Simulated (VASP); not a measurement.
A run of VASP 6.6.1:

The input INCAR:

```
SYSTEM = Hf2H5
PREC     = Accurate       ! precision mode
ENCUT    = 520            ! plane-wave cutoff, eV
EDIFF    = 1E-6           ! SCF threshold, eV
ISMEAR   = 0              ! smearing method
SIGMA    = 0.1            ! smearing width, eV
LREAL    = .False.        ! projectors in reciprocal space
LASPH    = .True.         ! aspherical terms in the spheres
NELM     = 60             ! most SCF steps
ALGO     = Normal         ! electronic algorithm
ISIF     = 2              ! what is computed and relaxed
LWAVE    = .False.        ! write WAVECAR
LCHARG   = .True.         ! write CHGCAR
GGA      = PE             ! functional
LELF     = .True.         ! ELF
LVHAR    = .True.       
NBANDS   = 38             ! bands
```

KPOINTS

```
Automatic mesh
0
Gamma
  12 12 2
  0 0 0
```

File POSCAR:

```
Hf2H5
1.0
    3.2036247019      0.0000000000      0.0000000000
   -1.6018123509      2.7744203760      0.0000000000
    0.0000000000      0.0000000000     14.6061813647
Hf H
4 10
Direct
    0.3333333333      0.6666666667      0.5993723759
    0.0000000000      0.0000000000      0.7966768301
    0.6666666667      0.3333333333      0.4006276241
    0.0000000000      0.0000000000      0.2033231699
    0.0000000000      0.0000000000      0.0262844338
    0.0000000000      0.0000000000      0.9737155662
    0.6666666667      0.3333333333      0.5440892442
    0.0000000000      0.0000000000      0.6565675032
    0.3333333333      0.6666666667      0.7430316453
    0.6666666667      0.3333333333      0.8573437652
    0.3333333333      0.6666666667      0.4559107558
    0.0000000000      0.0000000000      0.3434324968
    0.6666666667      0.3333333333      0.2569683547
    0.3333333333      0.6666666667      0.1426562348
```

Potentials or basis: VASP PAW PBE potentials, release 64 (Hf_pv, H).

Run with:

```sh
$ cat potpaw_PBE.64/Hf_pv/POTCAR potpaw_PBE.64/H/POTCAR > POTCAR
$ mpirun -np 1 vasp_std > vasp.out
```

Hardware: 1 thread of AMD EPYC 9R45 96-Core Processor (Zen 5), with other jobs on the host.

Q: How long does it take, and how much memory?

A: Run time: 3 min on 1 thread of AMD EPYC 9R45 96-Core Processor (Zen 5) (shared host), peak memory 0.28 GiB. Counts: scf iterations 17, k points 38.
